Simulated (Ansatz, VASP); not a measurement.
# One calculation of SnO2, two programs

```
Sn O
1.0
    -4.72127    0.00000    3.19002
     4.72127    0.00000    3.19002
     0.00000    4.72425   -3.19002
Sn O
4 8
Direct
  0.25000 0.75000 0.50000
  0.75000 0.25000 0.50000
  0.50000 0.50000 0.00000
  0.00000 0.00000 0.00000
  0.00050 0.30607 0.30657
  0.50050 0.80607 0.30657
  0.94393 0.74950 0.19343
  0.44393 0.24950 0.19343
  0.55607 0.75050 0.80657
  0.05607 0.25050 0.80657
  0.99950 0.69393 0.69343
  0.49950 0.19393 0.69343
```

Alike in both runs: functional LDA; k mesh 8 × 8 × 8; occupations gaussian, width 0.1 eV; no spin polarisation.

Ansatz relaxed the structure, and its values are those at the end. VASP's run is a single point on that final structure, the one shown.

```csv
,VASP,Ansatz
version,VASP 6.6.1,Ansatz 0.2.0
potentials or method,"VASP PAW LDA potentials, release 64 (Sn_d, O), cutoff 600 eV","scalar-relativistic, plane waves, PAW"
valence electrons in the cell,104,104
```

VASP gave:

- gap on the k mesh at the Fermi level (eV): 1.20
- least direct gap on the mesh (eV): 1.20
- pressure (GPa): 0.8
- rms of the force components (eV/Å): 0.010

**Question.** Estimate Ansatz's values.

**Answer.** gap on the k mesh at the Fermi level (eV): 1.16; least direct gap on the mesh (eV): 1.16; pressure (GPa): 0.0; rms of the force components (eV/Å): 0.001.

LDA's correlation is that of Perdew and Zunger in VASP and of Perdew and Wang (1992) in Ansatz.
